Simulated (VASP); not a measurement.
Set up this calculation in VASP 6.6.1, as the native input.

| Item | Value |
| --- | --- |
| Task | single point |
| Functional | PBE |
| Potentials or basis | VASP PAW PBE potentials, release 64 (Sr_sv, Zr_sv, O) |
| Cutoff | 600 eV |
| k mesh | 3 × 3 × 2 |
| Occupations | gaussian, width 0.15 eV |
| Spin | no spin polarisation |
| Dipole correction | no |
| Further INCAR settings | ALGO = Normal; EDIFF = 1e-06; NBANDS = 35 |

The structure of SrZr2O3 lies in POSCAR:

```
SrZr2O3
1.0
    2.5625553421     -3.5941962678      0.0000000000
    2.5625553421      3.5941962678      0.0000000000
    0.0000000000      0.0000000000      6.0609669938
Sr Zr O
1 2 3
Direct
    0.5000000000      0.5000000000      0.5000000000
    0.0000000000      0.0000000000      0.7718092334
    0.0000000000      0.0000000000      0.2281907666
    0.8337916956      0.1662083044      0.5000000000
    0.1662083044      0.8337916956      0.5000000000
    0.5000000000      0.5000000000      0.0000000000
```

The input as run:

INCAR

```
ALGO = Normal
EDIFF = 1E-6
ENCUT = 600
GGA = PE
GGA_COMPAT = False
ISIF = 2
ISMEAR = 0
LASPH = True
LCHARG = False
LREAL = False
LWAVE = False
NBANDS = 35
NELM = 120
PREC = Accurate
SIGMA = 0.15
```

KPOINTS

```
k-points
0
Gamma
  3 3 2
```

Potentials or basis: VASP PAW PBE potentials, release 64 (Sr_sv, Zr_sv, O).

Command:

```sh
$ cat potpaw_PBE.64/Sr_sv/POTCAR potpaw_PBE.64/Zr_sv/POTCAR potpaw_PBE.64/O/POTCAR > POTCAR
$ mpirun -np 1 vasp_std > vasp.out
```

Results of the run:

```yaml
Pressure: 0.5 GPa
Largest_force: 0.111 eV/Å
Band_gap_on_the_k_mesh: zero (band 26 reaches 6.22 eV, above the bottom of band 27 at 5.60 eV)
```

Caveat: the k points lie up to 0.52 Å⁻¹ apart.

It took 26 s on 1 thread of Intel(R) Xeon(R) 6975P-C (Granite Rapids) (shared host), peak memory 0.24 GiB.
